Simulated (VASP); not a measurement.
Set up this calculation in VASP 6.6.1, as the native input.

| Quantity | Value |
| --- | --- |
| Task | single point |
| Functional | PBEsol |
| Potentials or basis | VASP PAW PBE potentials, release 64 (Na_pv, I) |
| Cutoff | 520 eV |
| k mesh | 8 × 8 × 8 |
| Occupations | gaussian, width 0.05 eV |
| Spin | no spin polarisation |
| Dipole correction | no |
| Further INCAR settings | ALGO = Normal; EDIFF = 1e-06; NBANDS = 22 |

The structure of NaI lies in POSCAR:

```
NaI
1.0
   -2.2145135000      2.2145135000      8.3637720000
    2.2145135000     -2.2145135000      8.3637720000
    2.2145135000      2.2145135000     -8.3637720000
Na I
2 2
Direct
    0.2500000000      0.7500000000      0.5000000000
    0.5000000000      0.5000000000      0.0000000000
    0.7500000000      0.2500000000      0.5000000000
    0.0000000000      0.0000000000      0.0000000000
```

The input as run:

INCAR

```
SYSTEM = NaI
PREC = Accurate
ENCUT = 520
EDIFF = 1E-6
ISMEAR = 0
SIGMA = 0.05
LREAL = .FALSE.
LASPH = .TRUE.
NELM = 100
ALGO = Normal
ISIF = 2
LWAVE = .FALSE.
LCHARG = .TRUE.
GGA = PS
LELF = .TRUE.
LVHAR = .TRUE.
NBANDS = 22
```

KPOINTS

```
regular mesh
0
G
  8 8 8
  0 0 0
```

Potentials or basis: VASP PAW PBE potentials, release 64 (Na_pv, I).

The run is started by

```console
$ cat potpaw_PBE.64/Na_pv/POTCAR potpaw_PBE.64/I/POTCAR > POTCAR
$ mpirun -np 1 vasp_std > vasp.out
```

It gave:

```yaml
Pressure: -0.5 GPa
Band_gap_on_the_k_mesh: 3.00 eV (least direct gap 3.04 eV)
```

Caveat: the PAW data sets were made with another functional, which shifts forces and pressure a little; spin-orbit coupling is left out, which moves the levels of the heavy elements.

Wall time 6.1 min on 1 thread of Intel(R) Xeon(R) 6975P-C (Granite Rapids) (shared host), peak memory 0.75 GiB.
